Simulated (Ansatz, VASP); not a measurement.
## One calculation of Al, two programs

```xyz
2
Lattice="2.8231 0.0000 0.0000 -1.4116 2.4449 0.0000 0.0000 0.0000 4.5744" Properties=species:S:1:pos:R:3 pbc="T T T"
Al    1.4116    0.8150    3.4308
Al    0.0000    1.6299    1.1436
```

Alike in both runs: functional BLYP; dispersion D3(BJ); k mesh 7 × 7 × 4; occupations fermi-dirac, width 0.3 eV; no spin polarisation.

Ansatz relaxed the structure, and its values are those at the end. VASP's run is a single point on that final structure, the one shown.

|  | VASP | Ansatz |
| --- | --- | --- |
| version | VASP 6.6.1 | Ansatz 0.2.0 |
| potentials or method | VASP PAW PBE potentials, release 64 (Al), cutoff 520 eV | plane waves, PAW |
| valence electrons in the cell | 6 | 6 |

|  | VASP | Ansatz | Ansatz less VASP |
| --- | --- | --- | --- |
| pressure (GPa) | 0.2 | 0.0 | -0.17 |

VASP's potentials were made for PBE, not for BLYP.

The k mesh is coarse, so the values compare programs but aren't converged.
